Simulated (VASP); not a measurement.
Write the native input for VASP 6.6.1 that does the following.

```yaml
Task: single point
Functional: PBEsol
Potentials_or_basis: VASP PAW PBE potentials, release 64 (Al)
Cutoff: 520 eV
k_mesh: 9 × 9 × 6
Occupations: gaussian, width 0.1 eV
Spin: no spin polarisation
Dipole_correction: no
Further_INCAR_settings: ALGO = Normal; EDIFF = 1e-07; NBANDS = 8
```

The structure of Al lies in POSCAR:

```
Al
1.0
    2.7649226996      0.0000000000      0.0000000000
   -1.3824613498      2.3944932974      0.0000000000
    0.0000000000      0.0000000000      2.7658947251
Al
1
Direct
    0.0000000000      0.0000000000      0.0000000000
```

One way to write it, as run:

INCAR

```
  PREC = Accurate
  ENCUT = 520
  EDIFF = 1E-7
  ISMEAR = 0
  SIGMA = 0.1
  LREAL = False
  LASPH = True
  NELM = 100
  ALGO = Normal
  ISIF = 2
  LWAVE = False
  LCHARG = False
  GGA = PS
  NBANDS = 8
```

KPOINTS

```
Automatic mesh
0
Gamma
  9 9 6
```

Potentials or basis: VASP PAW PBE potentials, release 64 (Al).

Launch:

```sh
$ cat potpaw_PBE.64/Al/POTCAR > POTCAR
$ mpirun -np 1 vasp_std > vasp.out
```

It gave:

```
Pressure : 0.1 GPa
```

Caveat: the k points lie up to 0.38 Å⁻¹ apart; the PAW data sets were made with another functional, which shifts forces and pressure a little.

Run time: 3.5 s on 1 thread of Intel(R) Xeon(R) Platinum 8488C (Sapphire Rapids) (shared host), peak memory 0.13 GiB.
